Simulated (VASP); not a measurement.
Set up this calculation in VASP 6.6.1, as the native input.

```
Task                   : single point
Functional             : r2SCAN
Potentials or basis    : VASP PAW PBE potentials, release 64 (Ca_sv, Se)
Cutoff                 : 520 eV
k mesh                 : 8 × 8 × 8
Occupations            : gaussian, width 0.01 eV
Spin                   : no spin polarisation
Dipole correction      : no
Further INCAR settings : ALGO = Normal; EDIFF = 1e-06; NBANDS = 15
```

CaSe:

```
Ca Se
1.0
     0.00000    2.96754    2.96754
     2.92777    0.00000    2.96754
     2.92777    2.96754    0.00000
Ca Se
1 1
Direct
  0.00000 0.00000 0.00000
  0.50000 0.50000 0.50000
```

This cell differs from its parent crystal: uniaxial x strain -1.3%.

These files were run (other wordings do the same):

POSCAR

```
CaSe
1.0
    0.0000000000      2.9675351259      2.9675351259
    2.9277701552      0.0000000000      2.9675351259
    2.9277701552      2.9675351259      0.0000000000
Ca Se
1 1
Direct
    0.0000000000      0.0000000000      0.0000000000
    0.5000000000      0.5000000000      0.5000000000
```

INCAR.step1

```
SYSTEM = CaSe
ALGO     = Normal         ! electronic algorithm
EDIFF    = 1E-4           ! SCF threshold, eV
ENCUT    = 520            ! plane-wave cutoff, eV
GGA      = PE             ! functional
ISMEAR   = 0              ! smearing method
LASPH    = .TRUE.         ! aspherical terms in the spheres
LCHARG   = .FALSE.        ! write CHGCAR
LREAL    = .FALSE.        ! projectors in reciprocal space
LWAVE    = .TRUE.         ! write WAVECAR
NBANDS   = 15             ! bands
NELM     = 100            ! most SCF steps
PREC     = Accurate       ! precision mode
SIGMA    = 0.01           ! smearing width, eV
```

INCAR.step2

```
SYSTEM = CaSe
ALGO     = Normal         ! electronic algorithm
EDIFF    = 1E-6           ! SCF threshold, eV
ENCUT    = 520            ! plane-wave cutoff, eV
ISIF     = 2              ! what is computed and relaxed
ISMEAR   = 0              ! smearing method
ISTART   = 1            
LASPH    = .TRUE.         ! aspherical terms in the spheres
LCHARG   = .FALSE.        ! write CHGCAR
LMIXTAU  = .TRUE.       
LREAL    = .FALSE.        ! projectors in reciprocal space
LWAVE    = .FALSE.        ! write WAVECAR
METAGGA  = R2SCAN         ! meta-GGA
NBANDS   = 15             ! bands
NELM     = 100            ! most SCF steps
PREC     = Accurate       ! precision mode
SIGMA    = 0.01           ! smearing width, eV
```

KPOINTS

```
k-points
0
G
  8 8 8
  0 0 0
```

Potentials or basis: VASP PAW PBE potentials, release 64 (Ca_sv, Se).

Launch:

```sh
$ cat potpaw_PBE.64/Ca_sv/POTCAR potpaw_PBE.64/Se/POTCAR > POTCAR
$ cp INCAR.step1 INCAR
$ mpirun -np 1 vasp_std > vasp.out
$ cp INCAR.step2 INCAR
$ mpirun -np 1 vasp_std > vasp.out
```

It gave:

The pressure is 1.0 GPa. The band gap on the k mesh is 2.47 eV (least direct gap 3.41 eV).

Caveat: the cell differs from its parent crystal (uniaxial x strain -1.3%); the PAW data sets were made with another functional, which shifts forces and pressure a little.

Run time: 88 s on 1 thread of AMD EPYC 9R45 96-Core Processor (Zen 5), on a shared host, peak memory 0.18 GiB.
